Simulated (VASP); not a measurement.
ScAl: single point with r2SCAN

The system is ScAl.

```xyz
2
Lattice="3.3691 0.0000 0.0000 0.0000 3.3691 0.0000 0.0000 0.0000 3.3691" Properties=species:S:1:pos:R:3 pbc="T T T"
Sc    1.6095    1.6845    1.6845
Al    0.1250    0.0000    0.0000
```

This cell differs from its parent crystal: atoms displaced along a vibrational mode.

```yaml
Program: VASP 6.6.1
Task: single point
Functional: r2SCAN
Potentials_or_basis: VASP PAW PBE potentials, release 64 (Sc_sv, Al)
Cutoff: 520 eV
k_mesh: 18 × 18 × 18
Occupations: gaussian, width 0.15 eV
Spin: no spin polarisation
Dipole_correction: no
Further_INCAR_settings: ALGO = Normal; EDIFF = 1e-06; NBANDS = 14
```

```yaml
Pressure: 1.3 GPa
Largest_force: 1.076 eV/Å
Band_gap_on_the_k_mesh: zero (bands 7 and 8 overlap by 1.21 eV)
```

Forces in eV/Å, atoms in the order of the input:
```
Sc   1.076  0.000  0.000
Al  -1.076  0.000  0.000
```

Stress tensor (GPa, compression positive):
```
0.86 0.00 0.00
0.00 1.59 0.00
0.00 0.00 1.59
```

Levels at points of the mesh, in eV from the Fermi level:
| k point | band 5 | band 6 | band 7 | band 8 | band 9 | band 10 |
| --- | --- | --- | --- | --- | --- | --- |
| (0.00, 0.00, 0.00) | -9.03 | -0.75 | -0.74 | 2.88 | 2.88 | 2.93 |
| (0.50, 0.00, 0.00) | -6.11 | -4.90 | 0.28 | 0.91 | 0.91 | 3.17 |
| (0.00, 0.50, 0.00) | -6.09 | -4.90 | 0.30 | 0.84 | 0.94 | 3.18 |
| (0.50, 0.50, 0.00) | -4.94 | -2.19 | -2.16 | -0.83 | 1.63 | 1.71 |
| (0.00, 0.50, 0.50) | -4.99 | -2.16 | -2.16 | -0.83 | 1.76 | 1.76 |
| (0.50, 0.50, 0.50) | -2.82 | -2.73 | -2.73 | -0.26 | 2.88 | 2.88 |

Run time: 20 min on 1 thread of Oxide Virtual Turin-like Processor (shared host), peak memory 0.38 GiB.

Caveat: the cell differs from its parent crystal (atoms displaced along a vibrational mode); the PAW data sets were made with another functional, which shifts forces and pressure a little.
